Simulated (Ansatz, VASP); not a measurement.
**TiAl: VASP beside Ansatz**

The input INCAR:

```
SYSTEM = TiAl
ALGO = Normal
EDIFF = 1E-7
ENCUT = 520
GGA = PS
ISIF = 2
ISMEAR = 0
LASPH = .TRUE.
LCHARG = .FALSE.
LREAL = .FALSE.
LWAVE = .FALSE.
NBANDS = 14
NELM = 60
PREC = Accurate
SIGMA = 0.1
```

The input KPOINTS:

```
k-points
0
G
  14 14 14
  0 0 0
```

POSCAR

```
TiAl
1.0
    3.2181992902      0.0000000000      0.0000000000
    0.0000000000      3.2181992902      0.0000000000
    0.0000000000      0.0000000000      3.2181992902
Ti Al
1 1
Direct
    0.5000000000      0.5000000000      0.5000000000
    0.0000000000      0.0000000000      0.0000000000
```

Input for Ansatz:

```yaml
crystal:
  lattice:
    - [3.2181992902, 0.0, 0.0]
    - [0.0, 3.2181992902, 0.0]
    - [0.0, 0.0, 3.2181992902]
  atoms:
    - { symbol: Ti, position: [0.5, 0.5, 0.5] }
    - { symbol: Al, position: [0.0, 0.0, 0.0] }
basis:
  ecutwfc: 420
kpoints:
  mp_grid: { grid: [14, 14, 14] }
hamiltonian:
  xc: pbesol
scf:
  occupations: { method: gaussian, width: 0.1 }
output:
  forces: true
  stress: true
  eigenvalues: true
```

Alike in both runs: task single point; functional PBEsol; k mesh 14 × 14 × 14; occupations gaussian, width 0.1 eV; no spin polarisation.

|  | VASP | Ansatz |
| --- | --- | --- |
| version | VASP 6.6.1 | Ansatz 0.2.0 |
| potentials or method | VASP PAW PBE potentials, release 64 (Ti_sv, Al), cutoff 520 eV | scalar-relativistic, plane waves, PAW |
| valence electrons in the cell | 15 | 15 |

Ansatz gave:

```
gap on the k mesh at the Fermi level (eV) : none
pressure (GPa)                            : -6.2
```

Q: Which values does VASP return?

A: gap on the k mesh at the Fermi level (eV): none; pressure (GPa): -6.1.

VASP's potentials were made for PBE, not for PBEsol. A gap of «none» marks a metal or a gap that the smearing closes.
